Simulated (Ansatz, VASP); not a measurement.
**Au in VASP and in Ansatz**

```
Au
1.0
     3.02469    0.00000    0.00000
    -1.51234    2.61946    0.00000
     0.00000    0.00000    4.29867
Au
2
Direct
  0.33333 0.66667 0.75000
  0.66667 0.33333 0.25000
```

Alike in both runs: task single point; functional PBEsol; k mesh 24 × 24 × 14; occupations gaussian, width 0.15 eV; no spin polarisation.

|  | VASP | Ansatz |
| --- | --- | --- |
| version | VASP 6.6.1 | Ansatz 0.2.0 |
| potentials or method | VASP PAW PBE potentials, release 64 (Au), cutoff 520 eV | scalar-relativistic, plane waves, PAW |
| valence electrons in the cell | 22 | 38 |

|  | VASP | Ansatz | Ansatz less VASP |
| --- | --- | --- | --- |
| gap on the k mesh at the Fermi level (eV) | none | none | - |
| pressure (GPa) | 3.9 | 4.1 | +0.24 |
| traceless stress, the component that is largest in VASP (GPa) | 8.68 | 8.74 | +0.059 |

VASP's potentials were made for PBE, not for PBEsol. A gap of «none» marks a metal or a gap that the smearing closes. VASP's potentials hold 22 valence electrons a cell and Ansatz's 38, so a difference there can come from the potentials and not from the codes.

Spin-orbit coupling is off throughout.
